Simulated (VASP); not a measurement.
Here is a VASP 6.6.1 calculation.

INCAR

```
PREC = Accurate ; ENCUT = 520
EDIFF = 1E-7 ; ISMEAR = -1
SIGMA = 0.1 ; LREAL = False
LASPH = True ; NELM = 150
ALGO = Normal ; ISIF = 2
LWAVE = False ; LCHARG = False
LNONCOLLINEAR = True ; MAGMOM = 0.259 1.947 -0.379 0.259 1.947 -0.379 0 0 0 0 0 0
LORBIT = 11 ; LSORBIT = True
GGA_COMPAT = False ; LORBMOM = True
LMAXMIX = 4 ; LDAU = True
LDAUTYPE = 1 ; LDAUL = 2 -1
LDAUU = 7.78 0 ; LDAUJ = 0.99 0
LDAUPRINT = 1 ; GGA = PE
NBANDS = 46
```

The input KPOINTS:

```
Automatic mesh
0
Gamma
  6 6 4
  0.5 0.5 0
```

File POSCAR:

```
NiO
1.0
   -2.1080040000      0.0100280000      2.1299630000
    2.0959010000     -0.0197200000      2.1178610000
   -0.0297480000      4.2437740000     -0.0096910000
Ni O
2 2
Direct
    0.0118490000      0.9865680000      0.0065580000
    0.4640370000      0.5404370000      0.4996070000
    0.9929910000      0.9954000000      0.5240090000
    0.5409880000      0.5056990000      0.0072620000
```

Potentials or basis: VASP PAW PBE potentials, release 64 (Ni, O).

Command:

```bash
$ cat potpaw_PBE.64/Ni/POTCAR potpaw_PBE.64/O/POTCAR > POTCAR
$ mpirun -np 1 vasp_ncl > vasp.out
```

(1) Estimate the pressure.

(2) What does it give for the net moment?

(3) Estimate the largest force.

## Answers

(1) -2.3 GPa.

(2) 3.98 μB per cell.

(3) 1.408 eV/Å.

Caveat: the k points lie up to 0.37 Å⁻¹ apart; forces of over 1 eV/Å act on the atoms, so gaps and moduli don't describe the material at rest.
